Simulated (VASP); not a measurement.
Here is a VASP 6.6.1 calculation.

The input INCAR:

```
ALGO     = Normal         # electronic algorithm
EDIFF    = 1E-6           # SCF threshold, eV
ENCUT    = 520            # plane-wave cutoff, eV
GGA      = PS             # functional
ISIF     = 2              # what is computed and relaxed
ISMEAR   = -1             # smearing method
LASPH    = True           # aspherical terms in the spheres
LCHARG   = False          # write CHGCAR
LREAL    = False          # projectors in reciprocal space
LWAVE    = False          # write WAVECAR
NBANDS   = 28             # bands
NELM     = 100            # most SCF steps
PREC     = Accurate       # precision mode
SIGMA    = 0.05           # smearing width, eV
```

The input KPOINTS:

```
k-points
0
Gamma
  7 7 6
```

File POSCAR:

```
SnO
1.0
    3.6846414792      0.0000000000      0.0000000000
    0.0000000000      3.6846414792      0.0000000000
    0.0000000000      0.0000000000      4.2989074812
Sn O
2 2
Direct
    0.5000000000      0.0000000000      0.7292106396
    0.0000000000      0.5000000000      0.2707893604
    0.0000000000      0.0000000000      0.0000000000
    0.5000000000      0.5000000000      0.0000000000
```

Potentials or basis: VASP PAW PBE potentials, release 64 (Sn_d, O).

Launch:

```bash
$ cat potpaw_PBE.64/Sn_d/POTCAR potpaw_PBE.64/O/POTCAR > POTCAR
$ mpirun -np 1 vasp_std > vasp.out
```

Q: Predict the band gap on the k mesh.

A: Zero (bands 20 and 21 overlap by 0.85 eV).

Q: What does it give for the largest force?

A: 0.096 eV/Å.

Q: What does it give for the pressure?

A: 10.4 GPa.

Forces on the atoms (eV/Å):
```
Sn   0.000  0.000 -0.096
Sn   0.000  0.000  0.096
O    0.000  0.000  0.000
O    0.000  0.000  0.000
```

Caveat: the cell stands under pressure; the PAW data sets were made with another functional, which shifts forces and pressure a little; spin-orbit coupling is left out, which moves the levels of the heavy elements.
